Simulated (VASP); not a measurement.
# BN (gw) (I-4m2) in VASP: single point with PBEsol

Aim: the single point of BN (gw) with PBEsol.

All numbers are computed with VASP 6.6.1; they aren't measurements. Logs are shortened: lines on timing, memory, paths and dates and some standing lists are left out, and cuts for length are marked.

## Step 1: The cell of the first run

The structure is tetragonal, space group I-4m2 (No. 119). Conventional cell: a = 2.524 Å, b = 2.524 Å, c = 3.622 Å, α = 90.00°, β = 90.00°, γ = 90.00°. Within 2.1 Å of B (site symmetry -4m2) lie 4 N at 1.55 Å. N (site symmetry -4m2) has 4 B at 1.55 Å within 2.1 Å.

## Step 2: Single point, PBEsol

Input file INCAR:

```
SYSTEM = BN
  ALGO = Normal
  EDIFF = 1E-6
  ENCUT = 600
  GGA = PS
  GGA_COMPAT = .False.
  ISIF = 2
  ISMEAR = 0
  LASPH = .True.
  LCHARG = .False.
  LREAL = .False.
  LWAVE = .False.
  NBANDS = 11
  NELM = 120
  PREC = Accurate
  SIGMA = 0.01
```

Input file KPOINTS:

```
k-points
0
Gamma
  6 6 6
  0 0 0
```

Input file POSCAR:

```
BN
1.0
    0.0000000000      1.7845230034      1.8107618871
    1.7845230034      0.0000000000      1.8107618871
    1.7845230034      1.7845230034      0.0000000000
B N
1 1
Direct
    0.0000000000      0.0000000000      0.0000000000
    0.2500000000      0.2500000000      0.2500000000
```

Potentials or basis: VASP PAW PBE potentials, release 64 (B, N).

The run is started by

```sh
$ cat potpaw_PBE.64/B/POTCAR potpaw_PBE.64/N/POTCAR > POTCAR
$ mpirun -np 1 vasp_std > vasp.out
```

OUTCAR:

```text
SYSTEM = BN
   EDIFF = 1E-6
   ENCUT = 600
   GGA = PS
   ISIF = 2
   ISMEAR = 0
   LASPH = .True.
   LREAL = .False.
   NELM = 120
   PREC = Accurate

 ion  position               nearest neighbor table
   1  0.000  0.000  0.000-   2 1.55   2 1.55   2 1.55   2 1.55
   2  0.250  0.250  0.250-   1 1.55   1 1.55   1 1.55   1 1.55

  LATTYP: Found a body centered tetragonal cell.
 ALAT       =     2.5236966338
 C/A-ratio  =     1.4350075701

  Lattice vectors:

 A1 = (  -1.7845230034,   0.0000000000,   1.8107618871)
 A2 = (   1.7845230034,   0.0000000000,   1.8107618871)
 A3 = (   0.0000000000,   1.7845230034,  -1.8107618871)

Analysis of symmetry for initial positions (statically):
=====================================================================
 Subroutine PRICEL returns:
 Original cell was already a primitive cell.

 Routine SETGRP: Setting up the symmetry group for a
 body centered tetragonal supercell.

 Subroutine GETGRP returns: Found  8 space group operations
 (whereof  8 operations were pure point group operations)
 out of a pool of 16 trial point group operations.

The static configuration has the point symmetry D_2d.

Analysis of symmetry for dynamics (positions and initial velocities):
=====================================================================
 Subroutine PRICEL returns:
 Original cell was already a primitive cell.

 Routine SETGRP: Setting up the symmetry group for a
 body centered tetragonal supercell.

 Subroutine GETGRP returns: Found  8 space group operations
 (whereof  8 operations were pure point group operations)
 out of a pool of 16 trial point group operations.

The dynamic configuration has the point symmetry D_2d.

 Subroutine INISYM returns: Found  8 space group operations
 (whereof  8 operations are pure point group operations),
 and found     1 'primitive' translations

----------------------------------------------------------------------------------------

                                     Primitive cell

  volume of cell :      11.5328

  direct lattice vectors                    reciprocal lattice vectors
     0.000000000  1.784523003  1.810761887    -0.280186918  0.280186918  0.276126863
     1.784523003  0.000000000  1.810761887     0.280186918 -0.280186918  0.276126863
     1.784523003  1.784523003  0.000000000     0.280186918  0.280186918 -0.276126863

  length of vectors
     2.542318029  2.542318029  2.523696634     0.482965281  0.482965281  0.482965281

  position of ions in fractional coordinates (direct lattice)
     0.000000000  0.000000000  0.000000000
     0.250000000  0.250000000  0.250000000

  ion indices of the primitive-cell ions
   primitive index   ion index
                 1           1
                 2           2

----------------------------------------------------------------------------------------

 KPOINTS: k-points

Automatic generation of k-mesh.
 Grid dimensions read from file:
 generate k-points for:    6    6    6

 Generating k-lattice:

  Cartesian coordinates                     Fractional coordinates (reciprocal lattice)
    -0.046697820  0.046697820  0.046021144     0.166666667  0.000000000  0.000000000
     0.046697820 -0.046697820  0.046021144     0.000000000  0.166666667  0.000000000
     0.046697820  0.046697820 -0.046021144     0.000000000  0.000000000  0.166666667

  Length of vectors
     0.080494213  0.080494213  0.080494213

  Shift w.r.t. Gamma in fractional coordinates (k-lattice)
     0.000000000  0.000000000  0.000000000

 Subroutine IBZKPT returns following result:
 ===========================================

 Found     30 irreducible k-points:

 Following reciprocal coordinates:
            Coordinates               Weight
  0.000000  0.000000  0.000000      1.000000
  0.166667  0.000000  0.000000      8.000000
  0.333333  0.000000  0.000000      8.000000
  0.500000 -0.000000  0.000000      4.000000
  0.166667  0.166667  0.000000      2.000000
  0.333333  0.166667  0.000000      8.000000
[... 16 lines left out ...]
  0.333333  0.000000  0.333333      4.000000
  0.500000 -0.000000  0.333333     16.000000
 [... further k-points ...]
   k-points           NKPTS =     30   k-points in BZ     NKDIM =     30   number of bands    NBANDS=     11
   number of dos      NEDOS =    301   number of ions     NIONS =      2
   total plane-waves  NPLWV =   8000
   dimension x,y,z NGX =    20 NGY =   20 NGZ =   20
   dimension x,y,z NGXF=    40 NGYF=   40 NGZF=   40
   ions per type =               1   1
   NGX,Y,Z   is equivalent  to a cutoff of  13.08, 13.08, 13.17 a.u.
   NGXF,Y,Z  is equivalent  to a cutoff of  26.16, 26.16, 26.35 a.u.
 SYSTEM =  BN
   PREC   = accura    normal or accurate (medium, high low for compatibility)
   ISTART =      0    job   : 0-new  1-cont  2-samecut
   ICHARG =      2    charge: 1-file 2-atom 10-const
   ISPIN  =      1    spin polarized calculation?
   LNONCOLLINEAR =      F non collinear calculations
   LSORBIT =      F    spin-orbit coupling
   LASPH  =      T    aspherical Exc in radial PAW
   ENCUT  =  600.0 eV  44.10 Ry    6.64 a.u.   5.08  5.08  5.04*2*pi/ulx,y,z
   NELM   =    120;   NELMIN=  2; NELMDL= -5     # of ELM steps
   EDIFF  = 0.1E-05   stopping-criterion for ELM
   LREAL  =      F    real-space projection
   EDIFFG = 0.1E-04   stopping-criterion for IOM
   NSW    =      0    number of steps for IOM
   IBRION =     -1    ionic relax: 0-MD 1-quasi-New 2-CG
   NFREE  =      0    steps in history (QN), initial steepest desc. (CG)
   ISIF   =      2    stress and relaxation
   ISYM   =      2    0-nonsym 1-usesym 2-fastsym
   POTIM  = 0.5000    time-step for ionic-motion
   TEBEG  =    0.0;   TEEND  =   0.0 temperature during run
   PSTRESS=    0.0 pullay stress
   NELECT =       8.0000    total number of electrons
   NUPDOWN=      -1.0000    fix difference up-down
   EMIN   =  10.00;   EMAX   =-10.00  energy-range for DOS
   EFERMI =   0.00;   METHOD = LEGACY
   ISMEAR =     0;   SIGMA  =   0.01  broadening in eV -4-tet -1-fermi 0-gaus
   EFERMI_NEDOS =   21; number of points for ismear=-14 and -15
   IALGO  =     38    algorithm
   IMIX   =      4    mixing-type and parameters
     AMIX     =   0.40;   BMIX     =  1.00
     AMIX_MAG =   1.60;   BMIX_MAG =  1.00
  volume/ion in A,a.u.               =       5.77        38.91
  Fermi-wavevector in a.u.,A,eV,Ry     =   1.449193  2.738578 28.574423  2.100161
  Thomas-Fermi vector in A             =   2.566948
   LORBIT       =      0    0 simple, 1 ext, 2 COOP (PROOUT), +10 PAW based schemes
   GGA     = PS    functional components
   LHFCALC =     F    Hartree Fock is set to
   AEXX    =    0.0000 exact exchange contribution
   IVDW    =     0    specifies the selected vdW correction
   LEPSILON=     F    determine dielectric tensor
   LRPA    =     F    only Hartree local field effects (RPA)
 non-spin polarized calculation
 Gauss-broadening in eV      SIGMA  =   0.01
  energy-cutoff  :      600.00
  volume of cell :       11.53
 maximum number of plane-waves:       392
   NGX = 11   NGY = 11   NGZ =  9

 number of electron       7.9999998 magnetization

 Free energy of the ion-electron system (eV)
  ---------------------------------------------------
  ext. energy  EPLUGINS =         0.00000000
  ---------------------------------------------------
  free energy    TOTEN  =       -18.33857015 eV

  energy without entropy =      -18.33857015  energy(sigma->0) =      -18.33857015

 E-fermi :   7.8667     XC(G=0): -13.1323

 val. band max:        7.7121538818   @ k =   0.0000   0.0000   0.0000
 cond. band min:      11.8755500954   @ k =   0.5000   0.0000   0.5000
 fundamental gap:      4.1633962136
 Fermi energy:         7.8667135618

 k-point     1 :       0.0000    0.0000    0.0000
  band No.  band energies     occupation
      1     -12.8662      2.00000
      2       7.5620      2.00000
      3       7.7122      2.00000
      4       7.7122      2.00000
      5      16.5005      0.00000
      6      16.5005      0.00000
      7      16.6030      0.00000
      8      18.3144      0.00000
      9      32.6191      0.00000
     10      35.2236      0.00000
     11      35.5510      0.00000

 k-point     2 :       0.1667    0.0000    0.0000
  band No.  band energies     occupation
      1     -12.1794      2.00000
      2       4.5784      2.00000
      3       6.9518      2.00000
      4       7.0911      2.00000
      5      17.0970      0.00000
      6      17.4529      0.00000
      7      17.5255      0.00000
      8      20.1721      0.00000
      9      31.3848      0.00000
     10      31.7691      0.00000
     11      31.9132      0.00000

 k-point     3 :       0.3333    0.0000    0.0000
  band No.  band energies     occupation
      1     -10.2581      2.00000
      2      -0.4007      2.00000
      3       5.9525      2.00000
      4       6.1572      2.00000
      5      17.7111      0.00000
      6      18.4063      0.00000
      7      18.4341      0.00000
      8      22.3459      0.00000
      9      30.9022      0.00000
     10      32.1439      0.00000
     11      32.1846      0.00000

 k-point     4 :       0.5000   -0.0000    0.0000
  band No.  band energies     occupation
      1      -8.4818      2.00000
      2      -3.3399      2.00000
      3       5.5504      2.00000
      4       5.7832      2.00000
      5      17.8989      0.00000
      6      18.4892      0.00000
      7      18.4965      0.00000
      8      22.9790      0.00000
      9      31.1832      0.00000
     10      34.7233      0.00000
     11      34.8004      0.00000

 k-point     5 :       0.1667    0.1667    0.0000
  band No.  band energies     occupation
      1     -11.9709      2.00000
      2       5.4817      2.00000
      3       5.9256      2.00000
      4       5.9256      2.00000
      5      15.5249      0.00000
      6      19.0772      0.00000
      7      19.0772      0.00000
      8      19.8671      0.00000
      9      26.5669      0.00000
     10      34.2217      0.00000
     11      37.2898      0.00000
[... 211 lines left out ...]
 k-point    21 :      -0.1667    0.3333    0.1667
  band No.  band energies     occupation
      1      -8.6831      2.00000
      2       0.0020      2.00000
      3       1.9730      2.00000
      4       4.0885      2.00000
      5      16.3867      0.00000
      6      19.6583      0.00000
      7      21.1712      0.00000
      8      23.3034      0.00000
      9      27.5777      0.00000
     10      33.6195      0.00000
     11      36.2350      0.00000

 k-point    22 :      -0.3333    0.5000    0.1667
  band No.  band energies     occupation
      1      -6.8929      2.00000
      2      -0.8440      2.00000
      3       1.3397      2.00000
      4       1.3864      2.00000
      5      15.5626      0.00000
      6      19.9995      0.00000
      7      23.0056      0.00000
      8      24.6889      0.00000
      9      27.2871      0.00000
     10      33.8020      0.00000
     11      38.0701      0.00000

 k-point    23 :       0.3333    0.0000    0.3333
  band No.  band energies     occupation
      1      -9.3790      2.00000
      2       1.5897      2.00000
      3       3.4201      2.00000
      4       3.4594      2.00000
      5      13.2100      0.00000
      6      17.8803      0.00000
      7      23.2412      0.00000
      8      23.6751      0.00000
      9      27.2133      0.00000
     10      35.5079      0.00000
     11      40.6265      0.00000

 k-point    24 :       0.5000   -0.0000    0.3333
  band No.  band energies     occupation
      1      -7.6125      2.00000
      2      -0.6037      2.00000
      3       1.5365      2.00000
      4       3.1404      2.00000
      5      13.7058      0.00000
      6      18.7145      0.00000
      7      23.9994      0.00000
      8      24.4274      0.00000
      9      27.9703      0.00000
     10      34.7149      0.00000
     11      38.0430      0.00000

 [... further k-points ...]
[... 5 lines left out ...]
  --------------------------------------------------------------------------------------
  -------------------------------------------------------------------------------------
  Total        0.7102940      0.7102940      0.0464277      0.0000000     -0.0000000     -0.0000000
  in kB       98.6763583     98.6763583      6.4498883      0.0000000     -0.0000000     -0.0000000
  external PRESSURE =      67.9342016 kB  Pullay stress =       0.0000000 kB

 VOLUME and BASIS-vectors are now :
 -----------------------------------------------------------------------------
  energy-cutoff  :      600.00
  volume of cell :       11.53
      direct lattice vectors                 reciprocal lattice vectors
     0.000000000  1.784523003  1.810761887    -0.280186918  0.280186918  0.276126863
     1.784523003  0.000000000  1.810761887     0.280186918 -0.280186918  0.276126863
     1.784523003  1.784523003  0.000000000     0.280186918  0.280186918 -0.276126863

 POSITION                                       TOTAL-FORCE (eV/Angst)
 -----------------------------------------------------------------------------------
      0.00000      0.00000      0.00000        -0.000000     -0.000000      0.000000
      0.89226      0.89226      0.90538         0.000000      0.000000     -0.000000
 -----------------------------------------------------------------------------------
    total drift:                               -0.000000     -0.000000      0.000001

  FREE ENERGIE OF THE ION-ELECTRON SYSTEM (eV)
  ---------------------------------------------------
  free  energy   TOTEN  =       -18.3385701528 eV

  energy  without entropy=      -18.3385701528  energy(sigma->0) =      -18.33857015
```

It took 9.1 s on 1 thread of AMD EPYC 7R13, shared host; peak memory 0.09 GiB.

Results:

| Quantity | Value |
| --- | --- |
| Free energy | -18.3386 eV |
| Pressure | 6.8 GPa |
| Band gap on the k mesh | 4.16 eV, indirect (least direct gap 8.79 eV) |

Caveat: the k points lie up to 0.51 Å⁻¹ apart; the PAW data sets were made with another functional, which shifts forces and pressure a little. As with any semilocal functional, this PBEsol gap is likely too small.
